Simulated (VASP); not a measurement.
NbP (CsCl type):

```
CELL_PARAMETERS angstrom
2.82192 0.00000 0.00000
0.00000 2.82192 0.00000
0.00000 0.00000 2.82192
ATOMIC_POSITIONS crystal
Nb 0.00000 0.00000 0.00000
P 0.50000 0.50000 0.50000
```

| Item | Value |
| --- | --- |
| Program | VASP 6.6.1 |
| Task | relaxation of cell and atoms |
| Functional | PBE |
| Potentials or basis | VASP PAW PBE potentials, release 64 (Nb_sv, P) |
| Cutoff | 600 eV |
| k mesh | 13 × 13 × 13 |
| Occupations | fermi-dirac, width 0.1 eV |
| Spin | no spin polarisation |

At the start: pressure 101.9 GPa; volume 11.24 Å³/atom.

Problem. Where does the relaxation end?

Solution. Over 8 steps the energy falls by 935.6 meV/atom and the volume is 15.01 Å³/atom (+33.6 %); space group Pm-3m (No. 221, to 0.05 Å).

The path:
| step | energy change (eV) | largest force (eV/Å) | pressure (GPa) | volume (Å³) |
| --- | --- | --- | --- | --- |
| 1 | 0.0000 | 0.0000 | 101.90 | 22.47 |
| 2 | 2.1245 | 0.0000 | -29.54 | 54.65 |
| 3 | -1.8203 | 0.0000 | -9.24 | 31.70 |
| 4 | -1.8659 | 0.0000 | -3.18 | 30.55 |
| 5 | -1.8711 | 0.0000 | 0.12 | 30.01 |
| 6 | -1.8707 | 0.0000 | -0.93 | 30.17 |
| 7 | -1.8705 | 0.0000 | 1.17 | 29.85 |
| 8 | -1.8711 | 0.0000 | 0.01 | 30.02 |

Final structure:
```
CELL_PARAMETERS angstrom
3.10809 0.00000 0.00000
0.00000 3.10809 0.00000
0.00000 0.00000 3.10809
ATOMIC_POSITIONS crystal
Nb 0.00000 0.00000 0.00000
P 0.50000 0.50000 0.50000
```

Caveat: the volume moved by over 15 % at a fixed basis, so the end points are rough.
